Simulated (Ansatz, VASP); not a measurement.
One calculation of Ta3N, two programs

```xyz
4
Lattice="2.8805 0.0000 0.0000 -1.4402 2.4946 0.0000 0.0000 0.0000 7.1519" Properties=species:S:1:pos:R:3 pbc="T T T"
Ta    0.0000    0.0000    3.5760
Ta    0.0000    1.6630    1.2343
Ta    1.4402    0.8315    5.9176
N     0.0000    0.0000    0.0000
```

Change from the starting cell: strain -0.040 along x and y, -0.040 along z, atoms carried along.

Alike in both runs: task single point; functional PBEsol; k mesh 18 × 18 × 8; occupations gaussian, width 0.15 eV; no spin polarisation.

|  | VASP | Ansatz |
| --- | --- | --- |
| version | VASP 6.6.1 | Ansatz 0.2.0 |
| potentials or method | VASP PAW PBE potentials, release 64 (Ta_pv, N), cutoff 520 eV | scalar-relativistic, plane waves, PAW |
| valence electrons in the cell | 38 | 44 |

Ansatz gave:

| Item | Value |
| --- | --- |
| gap on the k mesh at the Fermi level (eV) | none |
| pressure (GPa) | 41.7 |
| traceless stress, the component that is largest in VASP (GPa) | 0.75 |
| rms of the force components (eV/Å) | 0.472 |

**Question.** What did VASP give for the same quantities?

**Answer.** gap on the k mesh at the Fermi level (eV): none; pressure (GPa): 42.7; traceless stress, the component that is largest in VASP (GPa): 0.78; rms of the force components (eV/Å): 0.510.

VASP's potentials were made for PBE, not for PBEsol. Atom by atom the forces differ by 0.038 eV/Å (rms over components). A gap of «none» marks a metal or a gap that the smearing closes. Both programs put the cell under a high pressure, so it lies far from rest at this level. VASP's potentials hold 38 valence electrons a cell and Ansatz's 44, so a difference there can come from the potentials and not from the codes.

Spin-orbit coupling is off throughout.
